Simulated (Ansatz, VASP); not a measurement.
**SnO2 in VASP and in Ansatz**

```xyz
6
Lattice="4.7135 0.0000 0.0000 0.0000 4.7367 0.0000 0.0000 0.0000 3.1866" Properties=species:S:1:pos:R:3 pbc="T T T"
Sn    2.3568    2.3683    1.5933
Sn    0.0000    0.0000    0.0000
O     1.4333    1.4594    0.0000
O     3.7901    0.9090    1.5933
O     0.9234    3.8277    1.5933
O     3.2802    3.2773    0.0000
```

Alike in both runs: task relaxation of cell and atoms; functional LDA; k mesh 8 × 8 × 12; occupations gaussian, width 0.02 eV; no spin polarisation.

```csv
,VASP,Ansatz
version,VASP 6.6.1,Ansatz 0.2.0
potentials or method,"VASP PAW LDA potentials, release 64 (Sn_d, O), cutoff 600 eV","scalar-relativistic, plane waves, PAW"
valence electrons in the cell,52,52
```

|  | VASP | Ansatz | Ansatz less VASP |
| --- | --- | --- | --- |
| gap on the k mesh at the Fermi level, each at its own relaxed structure (eV) | 1.15 | 1.18 | +0.034 |
| relaxed volume (Å³/atom) | 11.90 | 11.84 | -0.062 |
| relaxed length of the cell vector where the two differ most in proportion (Å) | 3.196 | 3.189 | -0.0073 |

Ansatz warns that its potentials were made for another functional, while VASP's fit it. LDA's correlation is that of Perdew and Zunger in VASP and of Perdew and Wang (1992) in Ansatz.
